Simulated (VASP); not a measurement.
Input of a VASP 6.6.1 run:

Contents of INCAR:

```
  PREC = Accurate
  ENCUT = 520
  EDIFF = 1E-7
  ISMEAR = 0
  SIGMA = 0.05
  LREAL = F
  LASPH = T
  NELM = 60
  ALGO = Normal
  ISIF = 2
  LWAVE = F
  LCHARG = F
  GGA = PE
  NBANDS = 16
```

Contents of KPOINTS:

```
regular mesh
0
Gamma
  10 10 10
```

File POSCAR:

```
ZnS
1.0
    0.0000000000      2.7046500000      2.9210220000
    2.7046500000      0.0000000000      2.9210220000
    2.7046500000      2.7046500000      0.0000000000
Zn S
1 1
Direct
    0.0000000000      0.0000000000      0.0000000000
    0.7500000000      0.7500000000      0.7500000000
```

Potentials or basis: VASP PAW PBE potentials, release 64 (Zn, S).

Command:

```console
$ cat potpaw_PBE.64/Zn/POTCAR potpaw_PBE.64/S/POTCAR > POTCAR
$ mpirun -np 1 vasp_std > vasp.out
```

Task: Estimate the band gap on the k mesh.

Result: 1.65 eV, direct.

Task: What does it give for the pressure?

Result: -3.5 GPa.

Stress tensor (GPa, compression positive):
```
-2.30  0.00  0.00
 0.00 -2.30  0.00
 0.00  0.00 -5.95
```

Caveat: the cell differs from its parent crystal (strain +0.000 along x and y, +0.080 along z).
